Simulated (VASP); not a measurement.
Te:

```xyz
1
Lattice="3.4732 0.0000 0.0000 -1.7366 3.0079 0.0000 0.0000 0.0000 3.2453" Properties=species:S:1:pos:R:3 pbc="T T T"
Te    0.0000    0.0000    0.0000
```

* Program: VASP 6.6.1
* Task: relaxation of cell and atoms
* Functional: PBEsol
* Potentials or basis: VASP PAW PBE potentials, release 64 (Te)
* Cutoff: 600 eV
* k mesh: 6 × 6 × 6
* Occupations: gaussian, width 0.1 eV
* Spin: no spin polarisation

At the start: pressure -6.5 GPa; volume 33.90 Å³/atom.

Problem. Where does the relaxation end?

Solution. Over 6 steps the energy falls by 110.0 meV/atom and the volume is 29.22 Å³/atom (-13.8 %); space group P6/mmm (No. 191, to 0.05 Å).

The path:
| step | energy change (eV) | largest force (eV/Å) | pressure (GPa) | volume (Å³) |
| --- | --- | --- | --- | --- |
| 1 | 0.0000 | 0.0000 | -6.46 | 33.90 |
| 2 | -0.0909 | 0.0000 | 4.02 | 27.63 |
| 3 | -0.1099 | 0.0000 | -0.01 | 29.22 |
| 4 | -0.1098 | 0.0000 | 0.18 | 29.13 |
| 5 | -0.1100 | 0.0000 | -0.12 | 29.26 |
| 6 | -0.1100 | 0.0000 | -0.04 | 29.22 |

Final structure:
```xyz
1
Lattice="3.3051 0.0000 0.0000 -1.6526 2.8623 0.0000 0.0000 0.0000 3.0891" Properties=species:S:1:pos:R:3 pbc="T T T"
Te    0.0000    0.0000    0.0000
```

Caveat: the PAW data sets were made with another functional, which shifts forces and pressure a little.
